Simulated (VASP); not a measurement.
Here is a VASP 6.6.1 calculation.

Contents of INCAR:

```
PREC = Accurate ; ENCUT = 520
EDIFF = 1E-7 ; ISMEAR = -1
SIGMA = 0.15 ; LREAL = False
LASPH = True ; NELM = 100
ALGO = Normal ; ISIF = 2
LWAVE = False ; LCHARG = False
NBANDS = 21
```

File KPOINTS:

```
regular mesh
0
Gamma
  12 12 12
```

The input POSCAR:

```
Ge
1.0
   -2.5470942007      2.5470942007      1.3825398067
    2.5470942007     -2.5470942007      1.3825398067
    2.5470942007      2.5470942007     -1.3825398067
Ge
2
Direct
    0.2500000000      0.7500000000      0.5000000000
    0.5000000000      0.5000000000      0.0000000000
```

Potentials or basis: VASP PAW LDA potentials, release 64 (Ge_d).

Launch:

```console
$ cat potpaw_LDA.64/Ge_d/POTCAR > POTCAR
$ mpirun -np 1 vasp_std > vasp.out
```

(1) What does it give for the band gap on the k mesh?

(2) Predict the pressure.

Answers

(1) zero (band 14 reaches 8.50 eV, above the bottom of band 15 at 3.26 eV).

(2) 0.0 GPa.
